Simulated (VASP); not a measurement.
Wanted: the native input for a VASP 6.6.1 run.

* Task: relaxation of cell and atoms
* Functional: LDA
* Potentials or basis: VASP PAW LDA potentials, release 64 (Pd)
* Cutoff: 600 eV
* k mesh: 10 × 10 × 10
* Occupations: fermi-dirac, width 0.1 eV
* Spin: no spin polarisation
* Dipole correction: no
* Further INCAR settings: ALGO = Normal; EDIFF = 1e-07; IBRION = 2; EDIFFG = -0.01; NSW = 80; ISIF = 3

The structure of Pd lies in POSCAR:

```
Pd
1.0
    0.0000000000      2.7082278367      2.7082278367
    2.7082278367      0.0000000000      2.7082278367
    2.7082278367      2.7082278367      0.0000000000
Pd
2
Direct
    0.1250000000      0.1250000000      0.1250000000
    0.8750000000      0.8750000000      0.8750000000
```

One way to write it, as run:

INCAR

```
PREC = Accurate
ENCUT = 600
EDIFF = 1E-7
ISMEAR = -1
SIGMA = 0.1
LREAL = False
LASPH = True
NELM = 100
ALGO = Normal
ISIF = 3
LWAVE = False
LCHARG = False
GGA = CA
IBRION = 2
NSW = 80
EDIFFG = -0.01
```

KPOINTS

```
regular mesh
0
Gamma
  10 10 10
```

Potentials or basis: VASP PAW LDA potentials, release 64 (Pd).

The run is started by

```sh
$ cat potpaw_LDA.64/Pd/POTCAR > POTCAR
$ mpirun -np 1 vasp_std > vasp.out
```

Results of the run:

The relaxed volume is 22.12 Å³/atom, the relaxed cell is a = 3.970 Å, b = 3.970 Å, c = 3.970 Å, α = 60.00°, β = 60.00°, γ = 60.00° and the space group after relaxing (to 0.05 Å) is Fd-3m (No. 227). The energy gained by relaxing is 85.3 meV/atom, the ionic steps are 4 and the pressure after relaxing is 0.0 GPa. The band gap on the k mesh is zero (band 10 reaches 4.80 eV, above the bottom of band 11 at 4.39 eV).

Wall time 60 s on 1 thread of Intel(R) Xeon(R) Platinum 8488C (Sapphire Rapids) (shared host), peak memory 0.18 GiB.
